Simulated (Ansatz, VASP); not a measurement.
# Pt: VASP beside Ansatz

INCAR

```
PREC = Accurate
ENCUT = 500
EDIFF = 1E-6
ISMEAR = -1
SIGMA = 0.0272
LREAL = False
LASPH = True
NELM = 120
ALGO = Normal
ISIF = 2
LWAVE = False
LCHARG = False
GGA = PS
NBANDS = 11
GGA_COMPAT = False
```

Contents of KPOINTS:

```
regular mesh
0
Gamma
  12 12 12
```

File POSCAR:

```
Pt
1.0
    0.0000000000      1.9609000000      1.9609000000
    1.9609000000      0.0000000000      1.9609000000
    1.9609000000      1.9609000000      0.0000000000
Pt
1
Direct
    0.0000000000      0.0000000000      0.0000000000
```

Input for Ansatz:

```yaml
crystal:
  lattice:
    - [0.0, 1.9609, 1.9609]
    - [1.9609, 0.0, 1.9609]
    - [1.9609, 1.9609, 0.0]
  atoms:
    - { symbol: Pt, position: [0.0, 0.0, 0.0] }
kpoints:
  mp_grid: { grid: [12, 12, 12] }
scf:
  occupations: { method: fermi_dirac, width: 0.0272 }
hamiltonian:
  xc: pbesol
  pseudopotentials: { kind: all_electron, lapw: { basis_error: 0.001 } }
output:
  forces: true
  stress: true
  eigenvalues: true
  eigenstates:
    nscf_kmesh: { grid: [20, 20, 20] }
    de_dk: true
    e_range: [-14, 14]
  optics:
    e_range: [0, 20]
    de: 0.2
    sigma: 0.15
    bands: { spectra_wanted_up_to: 20 }
    nscf_kmesh: { grid: [20, 20, 20] }
    drude_damping: 0.136
checkpoint:
  write: ck
  write_wavefunctions: false
```

Alike in both runs: task single point; functional PBEsol; k mesh 12 × 12 × 12; occupations fermi-dirac, width 0.0272 eV; no spin polarisation.

|  | VASP | Ansatz |
| --- | --- | --- |
| version | VASP 6.6.1 | Ansatz 0.2.0 |
| potentials or method | VASP PAW PBE potentials, release 64 (Pt), cutoff 500 eV | all-electron LAPW, scalar-relativistic |

Ansatz gave:

* pressure (GPa): -0.7

Task: Estimate VASP's values.

Result: Pressure (GPa): -1.0.

VASP's potentials were made for PBE, not for PBEsol. Ansatz ran all-electron here, and VASP with PAW potentials. Ansatz's warnings: optics on partly filled bands.

Spin-orbit coupling is off throughout.
